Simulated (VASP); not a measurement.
# Pd (Fm-3m) in VASP: further runs

Aim: see how the results for Pd move with the level of theory and the settings. Levels: PBE0, HSE06. Tasks: relaxation of cell and atoms.

Program: VASP 6.6.1. These are calculated values, not measurements. Logs are shortened: lines on timing, memory, paths and dates and some standing lists are left out, and cuts for length are marked.

## 1. The cell of the first run

Symmetry: Fm-3m, No. 225, cubic system. Conventional cell: a = 3.893 Å, b = 3.893 Å, c = 3.893 Å, α = 90.00°, β = 90.00°, γ = 90.00°. Pd (site symmetry m-3m) has 12 Pd at 2.75 Å within 3.6 Å.

## 2. Relaxation of cell and atoms, PBE0

POSCAR

```
Pd
1.0
    0.0000000000      1.9465000000      1.9465000000
    1.9465000000      0.0000000000      1.9465000000
    1.9465000000      1.9465000000      0.0000000000
Pd
1
Direct
    0.0000000000      0.0000000000      0.0000000000
```

INCAR.step1

```
SYSTEM = Pd
  PREC = Accurate
  ENCUT = 600
  EDIFF = 1E-5
  ISMEAR = -1
  SIGMA = 0.05
  LREAL = .FALSE.
  LASPH = .TRUE.
  NELM = 100
  ALGO = Normal
  LWAVE = .TRUE.
  LCHARG = .FALSE.
  GGA = PE
  NBANDS = 11
```

INCAR.step2

```
SYSTEM = Pd
  PREC = Accurate
  ENCUT = 600
  EDIFF = 1E-7
  ISMEAR = -1
  SIGMA = 0.05
  LREAL = .FALSE.
  LASPH = .TRUE.
  NELM = 100
  ALGO = Normal
  ISIF = 3
  LWAVE = .FALSE.
  LCHARG = .FALSE.
  GGA = PE
  LHFCALC = .TRUE.
  AEXX = 0.25
  PRECFOCK = Normal
  IBRION = 2
  NSW = 60
  EDIFFG = -0.01
  ISTART = 1
```

KPOINTS

```
Automatic mesh
0
G
  6 6 6
  0 0 0
```

Potentials or basis: VASP PAW PBE potentials, release 64 (Pd).

Run with:

```sh
$ cat potpaw_PBE.64/Pd/POTCAR > POTCAR
$ cp INCAR.step1 INCAR
$ mpirun -np 1 vasp_std > vasp.out
$ cp INCAR.step2 INCAR
$ mpirun -np 1 vasp_std > vasp.out
```

OUTCAR:

```text
SYSTEM = Pd
   PREC = Accurate
   ENCUT = 600
   EDIFF = 1E-7
   ISMEAR = -1
   LREAL = .FALSE.
   LASPH = .TRUE.
   NELM = 100
   ISIF = 3
   GGA = PE
   LHFCALC = .TRUE.
   AEXX = 0.25
   PRECFOCK = Normal
   IBRION = 2
   NSW = 60
   EDIFFG = -0.01
   ISTART = 1

 ion  position               nearest neighbor table
   1  0.000  0.000  0.000-

  LATTYP: Found a face centered cubic cell.
 ALAT       =     3.8930000000

  Lattice vectors:

 A1 = (   0.0000000000,   1.9465000000,   1.9465000000)
 A2 = (   1.9465000000,   0.0000000000,   1.9465000000)
 A3 = (   1.9465000000,   1.9465000000,   0.0000000000)

Analysis of symmetry for initial positions (statically):
[... 33 lines left out ...]
                                     Primitive cell

  volume of cell :      14.7500

  direct lattice vectors                    reciprocal lattice vectors
     0.000000000  1.946500000  1.946500000    -0.256871307  0.256871307  0.256871307
     1.946500000  0.000000000  1.946500000     0.256871307 -0.256871307  0.256871307
     1.946500000  1.946500000  0.000000000     0.256871307  0.256871307 -0.256871307

  length of vectors
     2.752766699  2.752766699  2.752766699     0.444914156  0.444914156  0.444914156

  position of ions in fractional coordinates (direct lattice)
     0.000000000  0.000000000  0.000000000

  ion indices of the primitive-cell ions
   primitive index   ion index
                 1           1

----------------------------------------------------------------------------------------

 KPOINTS: Automatic mesh

Automatic generation of k-mesh.
 Grid dimensions read from file:
 generate k-points for:    6    6    6

 Generating k-lattice:

  Cartesian coordinates                     Fractional coordinates (reciprocal lattice)
    -0.042811885  0.042811885  0.042811885     0.166666667  0.000000000  0.000000000
     0.042811885 -0.042811885  0.042811885     0.000000000  0.166666667  0.000000000
     0.042811885  0.042811885 -0.042811885     0.000000000  0.000000000  0.166666667

  Length of vectors
     0.074152359  0.074152359  0.074152359

  Shift w.r.t. Gamma in fractional coordinates (k-lattice)
     0.000000000  0.000000000  0.000000000

 Subroutine IBZKPT returns following result:
 ===========================================

 Found     16 irreducible k-points:

 Following reciprocal coordinates:
            Coordinates               Weight
  0.000000  0.000000  0.000000      1.000000
  0.166667  0.000000  0.000000      8.000000
  0.333333  0.000000  0.000000      8.000000
  0.500000  0.000000  0.000000      4.000000
  0.166667  0.166667  0.000000      6.000000
  0.333333  0.166667  0.000000     24.000000
[... 8 lines left out ...]
 -0.333333  0.333333  0.166667     24.000000
 -0.333333  0.500000  0.166667     12.000000
   k-points           NKPTS =     16   k-points in BZ     NKDIM =    216   number of bands    NBANDS=      9
   number of dos      NEDOS =    301   number of ions     NIONS =      1
   total plane-waves  NPLWV =  13824
   dimension x,y,z NGX =    24 NGY =   24 NGZ =   24
   dimension x,y,z NGXF=    48 NGYF=   48 NGZF=   48
   ions per type =               1
   NGX,Y,Z   is equivalent  to a cutoff of  14.49, 14.49, 14.49 a.u.
   NGXF,Y,Z  is equivalent  to a cutoff of  28.99, 28.99, 28.99 a.u.
 SYSTEM =  Pd
   PREC   = accura    normal or accurate (medium, high low for compatibility)
   ISTART =      1    job   : 0-new  1-cont  2-samecut
   ICHARG =      0    charge: 1-file 2-atom 10-const
   ISPIN  =      1    spin polarized calculation?
   LNONCOLLINEAR =      F non collinear calculations
   LSORBIT =      F    spin-orbit coupling
   LASPH  =      T    aspherical Exc in radial PAW
   ENCUT  =  600.0 eV  44.10 Ry    6.64 a.u.   5.50  5.50  5.50*2*pi/ulx,y,z
   NELM   =    100;   NELMIN=  2; NELMDL=  0     # of ELM steps
   EDIFF  = 0.1E-06   stopping-criterion for ELM
   LREAL  =      F    real-space projection
   EDIFFG = -.1E-01   stopping-criterion for IOM
   NSW    =     60    number of steps for IOM
   IBRION =      2    ionic relax: 0-MD 1-quasi-New 2-CG
   NFREE  =      1    steps in history (QN), initial steepest desc. (CG)
   ISIF   =      3    stress and relaxation
   ISYM   =      3    0-nonsym 1-usesym 2-fastsym
   POTIM  = 0.5000    time-step for ionic-motion
   TEBEG  =    0.0;   TEEND  =   0.0 temperature during run
   PSTRESS=    0.0 pullay stress
   NELECT =      10.0000    total number of electrons
   NUPDOWN=      -1.0000    fix difference up-down
   EMIN   =  10.00;   EMAX   =-10.00  energy-range for DOS
   EFERMI =   0.00;   METHOD = LEGACY
   ISMEAR =    -1;   SIGMA  =   0.05  broadening in eV -4-tet -1-fermi 0-gaus
   EFERMI_NEDOS =   21; number of points for ismear=-14 and -15
   IALGO  =     38    algorithm
   IMIX   =      1    mixing-type and parameters
     AMIX     =   0.40;   BMIX     =  1.00
     AMIX_MAG =   1.60;   BMIX_MAG =  1.00
  volume/ion in A,a.u.               =      14.75        99.54
  Fermi-wavevector in a.u.,A,eV,Ry     =   1.438171  2.717748 28.141404  2.068335
  Thomas-Fermi vector in A             =   2.557167
   LORBIT       =      0    0 simple, 1 ext, 2 COOP (PROOUT), +10 PAW based schemes
   GGA     = PE    functional components
   LHFCALC =     T    Hartree Fock is set to
   PRECFOCK=normal    Normal, Fast or Accurate (Low or Medium for compatibility)
   ENCUT4O =  -1.0   cutoff for four orbital integrals eV
   NKREDX  =     1    reduce k-point grid by
   NKREDY  =     1    reduce k-point grid by
   NKREDZ  =     1    reduce k-point grid by
   AEXX    =    0.2500 exact exchange contribution
   HFSCREEN=    0.0000 screening length (either q_TF or 0.3 A-1)
   HFSCREENC=   0.0000 screening length for correlation (either q_TF or 0.3 A-1)
   ENCUTFOCK=  -1.0 apply spherical cutoff to Coloumb kernel
   IVDW    =     0    specifies the selected vdW correction
   LEPSILON=     F    determine dielectric tensor
   LRPA    =     F    only Hartree local field effects (RPA)
 conjugate gradient relaxation of ions
 non-spin polarized calculation
  energy-cutoff  :      600.00
  volume of cell :       14.75
 maximum number of plane-waves:       531
 NGX is ok and might be reduce to    24
  NGX = 18; NGY = 18; NGZ = 18

--------------------------------------- Ionic step        1  -------------------------------------------

 number of electron       9.9999999 magnetization

 Free energy of the ion-electron system (eV)
  ---------------------------------------------------
  ext. energy  EPLUGINS =         0.00000000
  ---------------------------------------------------
  free energy    TOTEN  =        -6.50626633 eV

  energy without entropy =       -6.50421289  energy(sigma->0) =       -6.50523961

------------------------ aborting loop because EDIFF is reached ----------------------------------------

  FORCE on cell =-STRESS in cart. coord.  units (eV):
  Direction    XX          YY          ZZ          XY          YZ          ZX
  --------------------------------------------------------------------------------------
  -------------------------------------------------------------------------------------
  Total       -0.0474246     -0.0474246     -0.0474246      0.0000000      0.0000000      0.0000000
  in kB       -5.1513488     -5.1513488     -5.1513488      0.0000000      0.0000000      0.0000000
  external PRESSURE =      -5.1513488 kB  Pullay stress =       0.0000000 kB

 VOLUME and BASIS-vectors are now :
 -----------------------------------------------------------------------------
  energy-cutoff  :      600.00
  volume of cell :       14.75
      direct lattice vectors                 reciprocal lattice vectors
     0.000000000  1.946500000  1.946500000    -0.256871307  0.256871307  0.256871307
     1.946500000  0.000000000  1.946500000     0.256871307 -0.256871307  0.256871307
     1.946500000  1.946500000  0.000000000     0.256871307  0.256871307 -0.256871307
[... 36 lines left out ...]
 POSITION                                       TOTAL-FORCE (eV/Angst)
 -----------------------------------------------------------------------------------
      0.00000      1.94205      1.94205         0.000000      0.000000      0.000000
 -----------------------------------------------------------------------------------
    total drift:                                0.000000      0.000000     -0.000000

  FREE ENERGIE OF THE ION-ELECTRON SYSTEM (eV)
  ---------------------------------------------------
  free  energy   TOTEN  =        -6.5061776131 eV

  energy  without entropy=       -6.5041503072  energy(sigma->0) =       -6.50516396

--------------------------------------- Ionic step        3  -------------------------------------------

 number of electron       9.9999999 magnetization

 Free energy of the ion-electron system (eV)
  ---------------------------------------------------
  ext. energy  EPLUGINS =         0.00000000
  ---------------------------------------------------
  free energy    TOTEN  =        -6.50633074 eV

  energy without entropy =       -6.50428794  energy(sigma->0) =       -6.50530934

 E-fermi :   9.0107     XC(G=0): -10.3397

 val. band max:        8.7169101009   @ k =   0.3333   0.3333   0.0000
 cond. band min:       9.1670857285   @ k =   0.5000   0.1667   0.0000
 fundamental gap:      0.4501756276
 Fermi energy:         9.0107492450

 k-point     1 :       0.0000    0.0000    0.0000
  band No.  band energies     occupation
      1       1.1135      2.00000
      2       5.2283      2.00000
      3       5.2283      2.00000
      4       5.2283      2.00000
      5       6.7775      2.00000
      6       6.7775      2.00000
      7      28.2741      0.00000
      8      33.2778      0.00000
      9      33.2778      0.00000

 k-point     2 :       0.1667    0.0000    0.0000
  band No.  band energies     occupation
      1       2.1460      2.00000
      2       5.0386      2.00000
      3       5.5071      2.00000
      4       5.5071      2.00000
      5       6.7565      2.00000
      6       6.7565      2.00000
      7      28.4426      0.00000
      8      29.6384      0.00000
      9      34.3760      0.00000
[... 188 lines left out ...]
 POSITION                                       TOTAL-FORCE (eV/Angst)
 -----------------------------------------------------------------------------------
      0.00000      0.00000      0.00000         0.000000     -0.000000      0.000000
 -----------------------------------------------------------------------------------
    total drift:                                0.000000      0.000000     -0.000000

  FREE ENERGIE OF THE ION-ELECTRON SYSTEM (eV)
  ---------------------------------------------------
  free  energy   TOTEN  =        -6.5063307356 eV

  energy  without entropy=       -6.5042879439  energy(sigma->0) =       -6.50530934

 reached required accuracy - stopping structural energy minimisation
```

It took 27 min on 1 thread of Intel Xeon Platinum 8488C (Sapphire Rapids), shared host; peak memory 0.17 GiB.

Results:

| Quantity | Value |
| --- | --- |
| Free energy | -6.5063 eV |
| Relaxed volume | 14.71 Å³/atom |
| Relaxed cell | a = 2.750 Å, b = 2.750 Å, c = 2.750 Å, α = 60.00°, β = 60.00°, γ = 60.00° |
| Space group after relaxing (to 0.05 Å) | Fm-3m (No. 225) |
| Energy gained by relaxing | 0.1 meV/atom |
| Ionic steps | 3 |
| Pressure after relaxing | 0.0 GPa |
| Band gap on the k mesh | zero (band 5 reaches 9.74 eV, above the bottom of band 6 at 6.76 eV) |

Final structure:
```cif
data_structure
_symmetry_space_group_name_H-M 'P 1'
_symmetry_Int_Tables_number 1
_cell_length_a 2.7503
_cell_length_b 2.7503
_cell_length_c 2.7503
_cell_angle_alpha 60.000
_cell_angle_beta 60.000
_cell_angle_gamma 60.000
_cell_volume 14.71
loop_
_atom_site_label
_atom_site_type_symbol
_atom_site_fract_x
_atom_site_fract_y
_atom_site_fract_z
_atom_site_occupancy
Pd1 Pd 0.00000 0.00000 0.00000 1
```

Caveat: the k points lie up to 0.47 Å⁻¹ apart in the final cell; the PAW data sets were made with another functional, which shifts forces and pressure a little.

## 3. Relaxation of cell and atoms, HSE06

POSCAR is that of step 2.

INCAR.step1

```
PREC = Accurate ; ENCUT = 600
EDIFF = 1E-5 ; ISMEAR = -1
SIGMA = 0.05 ; LREAL = False
LASPH = True ; NELM = 60
ALGO = Normal ; LWAVE = True
LCHARG = False ; GGA = PE
NBANDS = 11
```

INCAR.step2

```
PREC = Accurate ; ENCUT = 600
EDIFF = 1E-6 ; ISMEAR = -1
SIGMA = 0.05 ; LREAL = False
LASPH = True ; NELM = 60
ALGO = Normal ; ISIF = 3
LWAVE = False ; LCHARG = False
GGA = PE ; LHFCALC = True
HFSCREEN = 0.2079 ; PRECFOCK = Normal
IBRION = 2 ; NSW = 60
EDIFFG = -0.01 ; ISTART = 1
```

KPOINTS

```
regular mesh
0
Gamma
  6 6 6
```

Potentials or basis: VASP PAW PBE potentials, release 64 (Pd).

Run with:

```sh
$ cat potpaw_PBE.64/Pd/POTCAR > POTCAR
$ cp INCAR.step1 INCAR
$ mpirun -np 1 vasp_std > vasp.out
$ cp INCAR.step2 INCAR
$ mpirun -np 1 vasp_std > vasp.out
```

OUTCAR:

```text
PREC = Accurate
   ENCUT = 600
   EDIFF = 1E-6
   ISMEAR = -1
   LREAL = False
   LASPH = True
   NELM = 60
   ISIF = 3
   GGA = PE
   LHFCALC = True
   HFSCREEN = 0.2079
   PRECFOCK = Normal
   IBRION = 2
   NSW = 60
   EDIFFG = -0.01
   ISTART = 1

 ion  position               nearest neighbor table
   1  0.000  0.000  0.000-

  LATTYP: Found a face centered cubic cell.
 ALAT       =     3.8930000000

  Lattice vectors:

 A1 = (   0.0000000000,   1.9465000000,   1.9465000000)
 A2 = (   1.9465000000,   0.0000000000,   1.9465000000)
 A3 = (   1.9465000000,   1.9465000000,   0.0000000000)

Analysis of symmetry for initial positions (statically):
[... 178 lines left out ...]
  -------------------------------------------------------------------------------------
  Total        0.1215225      0.1215225      0.1215225      0.0000000      0.0000000      0.0000000
  in kB       13.2000033     13.2000033     13.2000033      0.0000000      0.0000000      0.0000000
  external PRESSURE =      13.2000033 kB  Pullay stress =       0.0000000 kB
[... 57 lines left out ...]
--------------------------------------- Ionic step        3  -------------------------------------------

 number of electron       9.9999998 magnetization

 Free energy of the ion-electron system (eV)
  ---------------------------------------------------
  ext. energy  EPLUGINS =         0.00000000
  ---------------------------------------------------
  free energy    TOTEN  =        -5.96458959 eV

  energy without entropy =       -5.94670577  energy(sigma->0) =       -5.95564768

 E-fermi :   8.8139     XC(G=0): -10.6885

 val. band max:        8.7944936298   @ k =   0.5000   0.1667   0.0000
 cond. band min:       8.9994307518   @ k =   0.3333   0.3333   0.0000
 fundamental gap:      0.2049371220
 Fermi energy:         8.8139088648

 k-point     1 :       0.0000    0.0000    0.0000
  band No.  band energies     occupation
      1       1.5020      2.00000
      2       5.5793      2.00000
      3       5.5793      2.00000
      4       5.5793      2.00000
      5       7.1079      2.00000
      6       7.1079      2.00000
      7      27.6946      0.00000
      8      32.6319      0.00000
      9      32.6319      0.00000
[... 206 lines left out ...]
  FREE ENERGIE OF THE ION-ELECTRON SYSTEM (eV)
  ---------------------------------------------------
  free  energy   TOTEN  =        -5.9645895888 eV

  energy  without entropy=       -5.9467057662  energy(sigma->0) =       -5.95564768

 reached required accuracy - stopping structural energy minimisation
```

OUTCAR.step1:

```text
PREC = Accurate
   ENCUT = 600
   EDIFF = 1E-5
   ISMEAR = -1
   LREAL = False
[... 430 lines left out ...]

 POSITION                                       TOTAL-FORCE (eV/Angst)
 -----------------------------------------------------------------------------------
      0.00000      0.00000      0.00000         0.000000      0.000000      0.000000
 -----------------------------------------------------------------------------------
    total drift:                                0.000000     -0.000000     -0.000000

  FREE ENERGIE OF THE ION-ELECTRON SYSTEM (eV)
  ---------------------------------------------------
  free  energy   TOTEN  =        -5.2250907689 eV

  energy  without entropy=       -5.2063215653  energy(sigma->0) =       -5.21570617
```

OSZICAR.step1:

```text
N       E                     dE             d eps       ncg     rms          rms(c)
DAV:   1     0.458866807234E+02    0.45887E+02   -0.54781E+03   352   0.951E+02
DAV:   2    -0.501801677373E+01   -0.50905E+02   -0.49133E+02   397   0.192E+02
DAV:   3    -0.553797152491E+01   -0.51995E+00   -0.51653E+00   412   0.211E+01
DAV:   4    -0.554054286131E+01   -0.25713E-02   -0.25708E-02   417   0.156E+00
DAV:   5    -0.554056861720E+01   -0.25756E-04   -0.25756E-04   472   0.137E-01    0.769E+00
DAV:   6    -0.524335420751E+01    0.29721E+00   -0.10671E+00   433   0.884E+00    0.368E+00
DAV:   7    -0.522914402246E+01    0.14210E-01   -0.39151E-02   466   0.145E+00    0.186E+00
DAV:   8    -0.522514054786E+01    0.40035E-02   -0.16289E-03   438   0.356E-01    0.188E-01
DAV:   9    -0.522508493247E+01    0.55615E-04   -0.86049E-05   432   0.851E-02    0.230E-02
DAV:  10    -0.522509076891E+01   -0.58364E-05   -0.31311E-06   309   0.154E-02
   1 F= -.52250908E+01 E0= -.52157062E+01  d E =-.187692E-01
```

Run time: 39 min. Hardware: 1 thread of Oxide Virtual Turin-like, shared host; peak memory 0.23 GiB.

What came out:

```yaml
Free_energy: -5.9646 eV
Relaxed_volume: 14.86 Å³/atom
Relaxed_cell: a = 2.760 Å, b = 2.760 Å, c = 2.760 Å, α = 60.00°, β = 60.00°, γ = 60.00°
Space_group_after_relaxing_to_0.05_Å: Fm-3m (No. 225)
Energy_gained_by_relaxing: 0.5 meV/atom
Ionic_steps: 3
Pressure_after_relaxing: 0.0 GPa
Band_gap_on_the_k_mesh: zero (band 5 reaches 9.33 eV, above the bottom of band 6 at 7.08 eV)
```

Step by step:
```
step  energy change (eV)  largest force (eV/Å)  pressure (GPa)  volume (Å³)
   1              0.0000                0.0000            1.32        14.75
   2              0.0003                0.0000           -1.72        15.01
   3             -0.0005                0.0000           -0.01        14.86
```

Final structure:
```
Pd
1.0
     0.00000    1.95140    1.95140
     1.95140    0.00000    1.95140
     1.95140    1.95140    0.00000
Pd
1
Cartesian
  0.0000 0.0000 0.0000
```

Caveat: the k points lie up to 0.46 Å⁻¹ apart in the final cell; the PAW data sets were made with another functional, which shifts forces and pressure a little. Zero-point motion and thermal expansion aren't in these numbers.
